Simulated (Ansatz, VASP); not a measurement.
# One calculation of Si, two programs

Contents of INCAR:

```
PREC = Accurate
ENCUT = 500
EDIFF = 1E-6
ISMEAR = -1
SIGMA = 0.1
LREAL = F
LASPH = T
NELM = 120
ALGO = Normal
ISIF = 2
LWAVE = F
LCHARG = F
GGA = PE
NBANDS = 16
GGA_COMPAT = F
```

The input KPOINTS:

```
regular mesh
0
Gamma
  11 11 4
```

Contents of POSCAR:

```
Si
1.0
    4.0944960260      0.0000000000      0.0000000000
   -2.0472480130      3.5459375742      0.0000000000
    0.0000000000      0.0000000000      4.8988993220
Si
4
Direct
    0.0000000000      0.0000000000      0.2500000000
    0.0000000000      0.0000000000      0.7500000000
    0.3333333333      0.6666666667      0.2500000000
    0.6666666667      0.3333333333      0.7500000000
```

Input for Ansatz:

```yaml
crystal:
  lattice:
    - [4.094496026, 0.0, 0.0]
    - [-2.047248013, 3.5459375742, 0.0]
    - [0.0, 0.0, 4.898899322]
  atoms:
    - { symbol: Si, position: [0.0, 0.0, 0.25] }
    - { symbol: Si, position: [0.0, 0.0, 0.75] }
    - { symbol: Si, position: [0.3333333333, 0.6666666667, 0.25] }
    - { symbol: Si, position: [0.6666666667, 0.3333333333, 0.75] }
kpoints:
  mp_grid: { grid: [11, 11, 4] }
scf:
  occupations: { method: fermi_dirac, width: 0.1 }
hamiltonian:
  xc: pbe
  pseudopotentials: { kind: all_electron, lapw: { basis_error: 0.0005 } }
output:
  forces: true
  stress: true
  eigenvalues: true
  populations: true
```

Alike in both runs: task single point; functional PBE; k mesh 11 × 11 × 4; occupations fermi-dirac, width 0.1 eV; no spin polarisation.

```csv
,VASP,Ansatz
version,VASP 6.6.1,Ansatz 0.2.0
potentials or method,"VASP PAW PBE potentials, release 64 (Si), cutoff 500 eV","all-electron LAPW, scalar-relativistic"
```

|  | VASP | Ansatz | Ansatz less VASP |
| --- | --- | --- | --- |
| pressure (GPa) | 2.3 | 2.4 | +0.08 |

Ansatz ran all-electron here, and VASP with PAW potentials.
